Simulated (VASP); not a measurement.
# SnSe2 (P-3m1) in VASP: notebook, part 2 of 2

VASP 6.6.1. Earlier steps stand in the parts before.

## (3) Single point, PBEsol

This run uses another cell than the first one, of the same volume but with other edges.

The input, INCAR:

```
PREC = Accurate
ENCUT = 520
EDIFF = 1E-7
ISMEAR = 0
SIGMA = 0.05
LREAL = F
LASPH = T
NELM = 100
ALGO = Normal
ISIF = 2
LWAVE = F
LCHARG = F
GGA = PS
NBANDS = 20
```

The input, KPOINTS:

```
regular mesh
0
Gamma
  6 6 4
```

The input, POSCAR:

```
SnSe2
1.0
    3.6918262054      0.0000000000      0.0000000000
   -1.8459131027      3.1972152802      0.0000000000
    0.0000000000      0.0000000000      6.5396009270
Sn Se
1 2
Direct
    0.0000000000      0.0000000000      0.0000000000
    0.3333333333      0.6666666667      0.2500000000
    0.6666666667      0.3333333333      0.7500000000
```

Potentials or basis: VASP PAW PBE potentials, release 64 (Sn_d, Se).

The run is started by

```bash
$ cat potpaw_PBE.64/Sn_d/POTCAR potpaw_PBE.64/Se/POTCAR > POTCAR
$ mpirun -np 1 vasp_std > vasp.out
```

OUTCAR:

```text
PREC = Accurate
   ENCUT = 520
   EDIFF = 1E-7
   ISMEAR = 0
   LREAL = F
   LASPH = T
   NELM = 100
   ISIF = 2
   GGA = PS

 ion  position               nearest neighbor table
   1  0.000  0.000  0.000-   2 2.69   3 2.69   2 2.69   3 2.69   3 2.69   2 2.69
   2  0.333  0.667  0.250-   1 2.69   1 2.69   1 2.69
   3  0.667  0.333  0.750-   1 2.69   1 2.69   1 2.69

  LATTYP: Found a hexagonal cell.
 ALAT       =     3.6918262054
 C/A-ratio  =     1.7713729095

  Lattice vectors:

 A1 = (   3.6918262054,   0.0000000000,   0.0000000000)
 A2 = (  -1.8459131027,   3.1972152802,   0.0000000000)
 A3 = (   0.0000000000,   0.0000000000,   6.5396009270)

Analysis of symmetry for initial positions (statically):
=====================================================================
 Subroutine PRICEL returns:
 Original cell was already a primitive cell.

 Routine SETGRP: Setting up the symmetry group for a
 hexagonal supercell.

 Subroutine GETGRP returns: Found 12 space group operations
 (whereof 12 operations were pure point group operations)
 out of a pool of 24 trial point group operations.

The static configuration has the point symmetry D_3d.

Analysis of symmetry for dynamics (positions and initial velocities):
=====================================================================
 Subroutine PRICEL returns:
 Original cell was already a primitive cell.

 Routine SETGRP: Setting up the symmetry group for a
 hexagonal supercell.

 Subroutine GETGRP returns: Found 12 space group operations
 (whereof 12 operations were pure point group operations)
 out of a pool of 24 trial point group operations.

The dynamic configuration has the point symmetry D_3d.

 Subroutine INISYM returns: Found 12 space group operations
 (whereof 12 operations are pure point group operations),
 and found     1 'primitive' translations

----------------------------------------------------------------------------------------

                                     Primitive cell

  volume of cell :      77.1906

  direct lattice vectors                    reciprocal lattice vectors
     3.691826205  0.000000000  0.000000000     0.270868655  0.156386091  0.000000000
    -1.845913103  3.197215280  0.000000000     0.000000000  0.312772182  0.000000000
     0.000000000  0.000000000  6.539600927     0.000000000  0.000000000  0.152914530

  length of vectors
     3.691826205  3.691826205  6.539600927     0.312772182  0.312772182  0.152914530

  position of ions in fractional coordinates (direct lattice)
     0.000000000  0.000000000  0.000000000
     0.333333333  0.666666667  0.250000000
     0.666666667  0.333333333  0.750000000

  ion indices of the primitive-cell ions
   primitive index   ion index
                 1           1
                 2           2
                 3           3

----------------------------------------------------------------------------------------

 KPOINTS: regular mesh

Automatic generation of k-mesh.
 Grid dimensions read from file:
 generate k-points for:    6    6    4

 Generating k-lattice:

  Cartesian coordinates                     Fractional coordinates (reciprocal lattice)
     0.045144776  0.026064349  0.000000000     0.166666667 -0.000000000  0.000000000
     0.000000000  0.052128697  0.000000000     0.000000000  0.166666667  0.000000000
     0.000000000  0.000000000  0.038228632     0.000000000  0.000000000  0.250000000

  Length of vectors
     0.052128697  0.052128697  0.038228632

  Shift w.r.t. Gamma in fractional coordinates (k-lattice)
     0.000000000  0.000000000  0.000000000

 Subroutine IBZKPT returns following result:
 ===========================================

 Found     24 irreducible k-points:

 Following reciprocal coordinates:
            Coordinates               Weight
  0.000000  0.000000  0.000000      1.000000
  0.166667 -0.000000  0.000000      6.000000
  0.333333  0.000000  0.000000      6.000000
  0.500000 -0.000000  0.000000      3.000000
  0.166667  0.166667  0.000000      6.000000
  0.333333  0.166667  0.000000     12.000000
[... 16 lines left out ...]
  0.333333  0.166667  0.500000     12.000000
  0.333333  0.333333  0.500000      2.000000
   k-points           NKPTS =     24   k-points in BZ     NKDIM =     24   number of bands    NBANDS=     20
   number of dos      NEDOS =    301   number of ions     NIONS =      3
   total plane-waves  NPLWV =  39200
   dimension x,y,z NGX =    28 NGY =   28 NGZ =   50
   dimension x,y,z NGXF=    56 NGYF=   56 NGZF=  100
   ions per type =               1   2
   NGX,Y,Z   is equivalent  to a cutoff of  12.61, 12.61, 12.71 a.u.
   NGXF,Y,Z  is equivalent  to a cutoff of  25.22, 25.22, 25.42 a.u.
 SYSTEM =  unknown system
   PREC   = accura    normal or accurate (medium, high low for compatibility)
   ISTART =      0    job   : 0-new  1-cont  2-samecut
   ICHARG =      2    charge: 1-file 2-atom 10-const
   ISPIN  =      1    spin polarized calculation?
   LNONCOLLINEAR =      F non collinear calculations
   LSORBIT =      F    spin-orbit coupling
   LASPH  =      T    aspherical Exc in radial PAW
   ENCUT  =  520.0 eV  38.22 Ry    6.18 a.u.   6.86  6.86 12.16*2*pi/ulx,y,z
   NELM   =    100;   NELMIN=  2; NELMDL= -5     # of ELM steps
   EDIFF  = 0.1E-06   stopping-criterion for ELM
   LREAL  =      F    real-space projection
   EDIFFG = 0.1E-05   stopping-criterion for IOM
   NSW    =      0    number of steps for IOM
   IBRION =     -1    ionic relax: 0-MD 1-quasi-New 2-CG
   NFREE  =      0    steps in history (QN), initial steepest desc. (CG)
   ISIF   =      2    stress and relaxation
   ISYM   =      2    0-nonsym 1-usesym 2-fastsym
   POTIM  = 0.5000    time-step for ionic-motion
   TEBEG  =    0.0;   TEEND  =   0.0 temperature during run
   PSTRESS=    0.0 pullay stress
   NELECT =      26.0000    total number of electrons
   NUPDOWN=      -1.0000    fix difference up-down
   EMIN   =  10.00;   EMAX   =-10.00  energy-range for DOS
   EFERMI =   0.00;   METHOD = LEGACY
   ISMEAR =     0;   SIGMA  =   0.05  broadening in eV -4-tet -1-fermi 0-gaus
   EFERMI_NEDOS =   21; number of points for ismear=-14 and -15
   IALGO  =     38    algorithm
   IMIX   =      4    mixing-type and parameters
     AMIX     =   0.40;   BMIX     =  1.00
     AMIX_MAG =   1.60;   BMIX_MAG =  1.00
  volume/ion in A,a.u.               =      25.73       173.64
  Fermi-wavevector in a.u.,A,eV,Ry     =   1.139054  2.152501 17.652812  1.297445
  Thomas-Fermi vector in A             =   2.275758
   LORBIT       =      0    0 simple, 1 ext, 2 COOP (PROOUT), +10 PAW based schemes
   GGA     = PS    functional components
   LHFCALC =     F    Hartree Fock is set to
   AEXX    =    0.0000 exact exchange contribution
   IVDW    =     0    specifies the selected vdW correction
   LEPSILON=     F    determine dielectric tensor
   LRPA    =     F    only Hartree local field effects (RPA)
 non-spin polarized calculation
 Gauss-broadening in eV      SIGMA  =   0.05
  energy-cutoff  :      520.00
  volume of cell :       77.19
 maximum number of plane-waves:      2096
   NGX = 13   NGY = 13   NGZ = 25

 number of electron      26.0000004 magnetization

 Free energy of the ion-electron system (eV)
  ---------------------------------------------------
  ext. energy  EPLUGINS =         0.00000000
  ---------------------------------------------------
  free energy    TOTEN  =       -12.89269068 eV

  energy without entropy =      -12.89269067  energy(sigma->0) =      -12.89269068

 E-fermi :   4.3959     XC(G=0):  -9.6243

 val. band max:        4.2174443634   @ k =   0.1667  -0.0000   0.0000
 cond. band min:       4.5661357275   @ k =   0.5000  -0.0000   0.5000
 fundamental gap:      0.3486913640
 Fermi energy:         4.3958753172

 k-point     1 :       0.0000    0.0000    0.0000
  band No.  band energies     occupation
      1     -17.0960      2.00000
      2     -17.0960      2.00000
      3     -17.0415      2.00000
      4     -17.0259      2.00000
      5     -17.0259      2.00000
      6     -10.0003      2.00000
[... 12 lines left out ...]
     19      13.2592      0.00000
     20      13.2592      0.00000
[... 507 lines left out ...]
 k-point    24 :       0.3333    0.3333    0.5000
  band No.  band energies     occupation
      1     -17.1081      2.00000
      2     -17.1081      2.00000
      3     -17.0336      2.00000
      4     -17.0336      2.00000
      5     -16.9979      2.00000
      6      -7.7307      2.00000
[... 12 lines left out ...]
     19      13.4829      0.00000
     20      13.5956      0.00000

------------------------ aborting loop because EDIFF is reached ----------------------------------------

  FORCE on cell =-STRESS in cart. coord.  units (eV):
  Direction    XX          YY          ZZ          XY          YZ          ZX
  --------------------------------------------------------------------------------------
  -------------------------------------------------------------------------------------
  Total        2.0791776      2.0791776     -0.3658099      0.0000000      0.0000000      0.0000000
  in kB       43.1556634     43.1556634     -7.5927943      0.0000000      0.0000000      0.0000000
  external PRESSURE =      26.2395108 kB  Pullay stress =       0.0000000 kB

 VOLUME and BASIS-vectors are now :
 -----------------------------------------------------------------------------
  energy-cutoff  :      520.00
  volume of cell :       77.19
      direct lattice vectors                 reciprocal lattice vectors
     3.691826205  0.000000000  0.000000000     0.270868655  0.156386091  0.000000000
    -1.845913103  3.197215280  0.000000000     0.000000000  0.312772182  0.000000000
     0.000000000  0.000000000  6.539600927     0.000000000  0.000000000  0.152914530

 POSITION                                       TOTAL-FORCE (eV/Angst)
 -----------------------------------------------------------------------------------
      0.00000      0.00000      0.00000        -0.000000      0.000000      0.000000
     -0.00000      2.13148      1.63490         0.000000     -0.000000     -0.059921
      1.84591      1.06574      4.90470        -0.000000      0.000000      0.059921
 -----------------------------------------------------------------------------------
    total drift:                               -0.000000     -0.000000     -0.000000

  FREE ENERGIE OF THE ION-ELECTRON SYSTEM (eV)
  ---------------------------------------------------
  free  energy   TOTEN  =       -12.8926906821 eV

  energy  without entropy=      -12.8926906710  energy(sigma->0) =      -12.89269068
```

OSZICAR:

```text
N       E                     dE             d eps       ncg     rms          rms(c)
DAV:   1     0.207503531745E+03    0.20750E+03   -0.12103E+04   992   0.149E+03
DAV:   2     0.108168551451E+02   -0.19669E+03   -0.18981E+03  1012   0.396E+02
DAV:   3    -0.123337749389E+02   -0.23151E+02   -0.22638E+02  1192   0.115E+02
DAV:   4    -0.131417150887E+02   -0.80794E+00   -0.80698E+00  1136   0.225E+01
DAV:   5    -0.131618993840E+02   -0.20184E-01   -0.20183E-01  1340   0.372E+00    0.520E+00
DAV:   6    -0.129269672309E+02    0.23493E+00   -0.43005E-01  1460   0.751E+00    0.327E+00
DAV:   7    -0.128943901232E+02    0.32577E-01   -0.14606E-01  1232   0.274E+00    0.831E-01
DAV:   8    -0.128926922900E+02    0.16978E-02   -0.11602E-02  1260   0.100E+00    0.271E-01
DAV:   9    -0.128926757684E+02    0.16522E-04   -0.12143E-03  1068   0.245E-01    0.761E-02
DAV:  10    -0.128926774788E+02   -0.17104E-05   -0.10400E-04  1196   0.769E-02    0.278E-02
DAV:  11    -0.128926899326E+02   -0.12454E-04   -0.26081E-05  1080   0.357E-02    0.671E-03
DAV:  12    -0.128926902596E+02   -0.32695E-06   -0.84071E-07  1216   0.846E-03    0.480E-03
DAV:  13    -0.128926906608E+02   -0.40126E-06   -0.72385E-07  1076   0.580E-03    0.984E-04
DAV:  14    -0.128926906821E+02   -0.21288E-07   -0.30957E-08   780   0.114E-03
   1 F= -.12892691E+02 E0= -.12892691E+02  d E =-.111202E-07
```

It took 46 s on 1 thread of Intel Xeon Platinum 8488C (Sapphire Rapids), shared host; peak memory 0.2 GiB.

Results:

```yaml
Free_energy: -12.8927 eV
Pressure: 2.6 GPa
Largest_force: 0.060 eV/Å
Band_gap_on_the_k_mesh: 0.35 eV, indirect (least direct gap 1.01 eV)
```

Forces on the atoms (eV/Å):
```
Sn   0.000  0.000  0.000
Se   0.000  0.000 -0.060
Se   0.000  0.000  0.060
```

Caveat: the PAW data sets were made with another functional, which shifts forces and pressure a little; spin-orbit coupling is left out, which moves the levels of the heavy elements; this functional lacks dispersion, which binds the layers, so the pressure and a relaxed spacing across them are unreliable. A k mesh can miss the band edges.
